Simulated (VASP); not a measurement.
Wanted: the native input for a VASP 6.6.1 run.

| Item | Value |
| --- | --- |
| Task | relaxation of cell and atoms |
| Functional | PBE |
| Potentials or basis | VASP PAW PBE potentials, release 64 (Al, C) |
| Cutoff | 600 eV |
| k mesh | 18 × 18 × 6 |
| Occupations | gaussian, width 0.1 eV |
| Spin | no spin polarisation |
| Dipole correction | no |
| Further INCAR settings | ALGO = Normal; EDIFF = 1e-06; IBRION = 2; EDIFFG = -0.01; NSW = 100; ISIF = 3 |

The structure of Al2C3 lies in POSCAR:

```
Al2C3
1.0
    2.8654866648      0.0000000000      0.0000000000
   -1.4327433324      2.4815842459      0.0000000000
    0.0000000000      0.0000000000      6.0962102223
Al C
2 3
Direct
    0.3333333333      0.6666666667      0.1739611581
    0.6666666667      0.3333333333      0.8260388419
    0.0000000000      0.0000000000      0.0000000000
    0.3333333333      0.6666666667      0.5471836630
    0.6666666667      0.3333333333      0.4528163370
```

The input as run:

INCAR

```
PREC     = Accurate       # precision mode
ENCUT    = 600            # plane-wave cutoff, eV
EDIFF    = 1E-6           # SCF threshold, eV
ISMEAR   = 0              # smearing method
SIGMA    = 0.1            # smearing width, eV
LREAL    = False          # projectors in reciprocal space
LASPH    = True           # aspherical terms in the spheres
NELM     = 100            # most SCF steps
ALGO     = Normal         # electronic algorithm
ISIF     = 3              # what is computed and relaxed
LWAVE    = False          # write WAVECAR
LCHARG   = False          # write CHGCAR
GGA      = PE             # functional
IBRION   = 2              # ionic algorithm
NSW      = 100            # ionic steps
EDIFFG   = -0.01          # ionic threshold
```

KPOINTS

```
regular mesh
0
Gamma
  18 18 6
```

Potentials or basis: VASP PAW PBE potentials, release 64 (Al, C).

Launch:

```bash
$ cat potpaw_PBE.64/Al/POTCAR potpaw_PBE.64/C/POTCAR > POTCAR
$ mpirun -np 1 vasp_std > vasp.out
```

It gave:

```json
{
  "Relaxed volume": "8.66 Å³/atom",
  "Relaxed cell": "a = 2.865 Å, b = 2.865 Å, c = 6.093 Å, α = 90.00°, β = 90.00°, γ = 120.00°",
  "Space group after relaxing (to 0.1 Å)": "P-3m1 (No. 164)",
  "Energy gained by relaxing": "0.0 meV/atom",
  "Ionic steps": "3",
  "Pressure after relaxing": "0.1 GPa",
  "Largest force after relaxing": "0.010 eV/Å",
  "Band gap on the k mesh": "zero (bands 9 and 10 overlap by 0.65 eV)"
}
```

Run time: 2.2 min on 1 thread of AMD EPYC 9R14 (Zen 4), on a shared host, peak memory 0.23 GiB.
